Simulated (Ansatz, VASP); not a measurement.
## One calculation of SnO2, two programs

```xyz
6
Lattice="3.2939 0.0000 0.0000 -1.6470 2.8526 0.0000 0.0000 0.0000 11.0022" Properties=species:S:1:pos:R:3 pbc="T T T"
Sn    0.0000    0.0000    0.0000
Sn    0.0000    0.0000    5.5011
O     0.0000    1.9018    9.9665
O     0.0000    1.9018    6.5368
O     1.6470    0.9509    1.0357
O     1.6470    0.9509    4.4654
```

Alike in both runs: task single point; functional PBE; k mesh 9 × 9 × 3; occupations fermi-dirac, width 0.05 eV; no spin polarisation.

|  | VASP | Ansatz |
| --- | --- | --- |
| version | VASP 6.6.1 | Ansatz 0.2.0 |
| potentials or method | VASP PAW PBE potentials, release 64 (Sn_d, O) | Ansatz PAW |
| plane-wave cutoff (eV) | 520 | 420 |
| valence electrons in the cell | 52 | 52 |

```tsv
	VASP	Ansatz	Ansatz less VASP
gap on the k mesh at the Fermi level (eV)	1.76	1.78	+0.023
least direct gap on the mesh (eV)	2.08	2.10	+0.017
pressure (GPa)	-6.3	-6.7	-0.38
traceless stress, the component that is largest in VASP (GPa)	2.89	3.14	+0.250
rms of the force components (eV/Å)	0.285	0.306	+0.0205
```

Atom by atom the forces differ by 0.021 eV/Å (rms over components).

Noted on Ansatz's run: odd divisions of the mesh miss points on the zone boundary, where band edges often lie, so the gap on the mesh can be too wide.
